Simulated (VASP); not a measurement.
Input of a VASP 6.6.1 run:

File INCAR:

```
SYSTEM = KF
PREC = Accurate
ENCUT = 600
EDIFF = 1E-6
ISMEAR = 0
SIGMA = 0.1
LREAL = .FALSE.
LASPH = .TRUE.
NELM = 60
ALGO = Normal
ISIF = 3
LWAVE = .FALSE.
LCHARG = .FALSE.
GGA = PE
IBRION = 2
NSW = 90
EDIFFG = -0.04
```

File KPOINTS:

```
regular mesh
0
G
  6 6 6
  0 0 0
```

Contents of POSCAR:

```
KF
1.0
    2.5594953500     -2.6838488600      0.0000000000
    2.5594953500      2.6838488600      0.0000000000
   -2.5264672500      0.0000000000      2.7197928600
K F
1 1
Direct
    0.0382243000      0.0382243000      0.9937999900
    0.4617757000      0.4617757000      0.0062000100
```

Potentials or basis: VASP PAW PBE potentials, release 64 (K_sv, F).

The run is started by

```console
$ cat potpaw_PBE.64/K_sv/POTCAR potpaw_PBE.64/F/POTCAR > POTCAR
$ mpirun -np 1 vasp_std > vasp.out
```

(1) What does it give for the space group after relaxing (to 0.05 Å)?

(2) Predict the band gap on the k mesh.

(3) What does it give for the relaxed cell?

(4) What does it give for the relaxed volume?

## Answers

(1) Fm-3m (No. 225).

(2) 5.94 eV, direct.

(3) a = 3.839 Å, b = 3.839 Å, c = 3.839 Å, α = 120.14°, β = 120.14°, γ = 90.09°.

(4) 19.91 Å³/atom.
